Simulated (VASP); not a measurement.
# Cu: single point with BLYP

Cu:

```
Cu
1.0
     2.51956    0.00000    0.00000
     0.00000    2.51956    0.00000
     0.00000    0.00000    2.51956
Cu
1
Direct
  0.00000 0.00000 0.00000
```

This cell differs from its parent crystal: volume scaled by 1.08.

* Program: VASP 6.6.1
* Task: single point
* Functional: BLYP
* Potentials or basis: VASP PAW PBE potentials, release 64 (Cu)
* Cutoff: 520 eV
* k mesh: 14 × 14 × 14
* Occupations: fermi-dirac, width 0.1 eV
* Spin: no spin polarisation
* Dipole correction: no
* Further INCAR settings: ALGO = Normal; EDIFF = 1e-06; NBANDS = 12

| Item | Value |
| --- | --- |
| Pressure | -4.9 GPa |

Levels at points of the mesh, in eV from the Fermi level:
| k point | band 2 | band 3 | band 4 | band 5 | band 6 | band 7 | band 8 | band 9 |
| --- | --- | --- | --- | --- | --- | --- | --- | --- |
| (0.00, 0.00, 0.00) | -3.37 | -3.37 | -1.37 | -1.37 | -1.37 | 16.00 | 16.00 | 16.00 |
| (0.50, 0.00, 0.00) | -3.12 | -1.98 | -1.98 | -1.32 | -0.68 | 1.43 | 21.39 | 21.39 |
| (0.50, 0.50, 0.00) | -2.97 | -1.87 | -1.87 | -0.91 | 4.09 | 4.09 | 7.10 | 9.73 |
| (0.50, 0.50, 0.50) | -3.08 | -3.08 | -0.88 | -0.88 | 8.93 | 8.93 | 8.93 | 13.50 |

Wall time 13 s on 1 thread of Intel Xeon 6975P-C, with other jobs on the host, peak memory 0.14 GiB.

Caveat: the PAW data sets were made with another functional, which shifts forces and pressure a little.
